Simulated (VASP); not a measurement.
The system is Nb3Sn.

```
Nb Sn
1.0
     5.28210    0.00000    0.00000
     0.00000    5.28210    0.00000
     0.00000    0.00000    5.28210
Nb Sn
6 2
Direct
  0.25000 0.00000 0.50000
  0.50000 0.75000 0.00000
  0.75000 0.00000 0.50000
  0.50000 0.25000 0.00000
  0.00000 0.50000 0.75000
  0.00000 0.50000 0.25000
  0.00000 0.00000 0.00000
  0.50000 0.50000 0.50000
```

```yaml
Program: VASP 6.6.1
Task: relaxation of cell and atoms
Functional: PBEsol
Potentials_or_basis: VASP PAW PBE potentials, release 64 (Nb_sv, Sn_d)
Cutoff: 600 eV
k_mesh: 8 × 8 × 8
Occupations: gaussian, width 0.1 eV
Spin: no spin polarisation
```

At the start: pressure -2.5 GPa; volume 18.42 Å³/atom.

Where does the relaxation end?

Over 3 steps the energy falls by 2.0 meV/atom and the volume is 18.16 Å³/atom (-1.4 %); space group Pm-3n (No. 223, to 0.05 Å).

The path:
```csv
step,energy change (eV),largest force (eV/Å),pressure (GPa),volume (Å³)
1,0.0000,0.0000,-2.45,147.37
2,0.0424,0.0000,5.00,141.44
3,-0.0162,0.0000,-0.03,145.30
```

Final structure:
```
Nb Sn
1.0
     5.25719    0.00000    0.00000
     0.00000    5.25719    0.00000
     0.00000    0.00000    5.25719
Nb Sn
6 2
Direct
  0.25000 0.00000 0.50000
  0.50000 0.75000 0.00000
  0.75000 0.00000 0.50000
  0.50000 0.25000 0.00000
  0.00000 0.50000 0.75000
  0.00000 0.50000 0.25000
  0.00000 0.00000 0.00000
  0.50000 0.50000 0.50000
```

Caveat: the PAW data sets were made with another functional, which shifts forces and pressure a little.
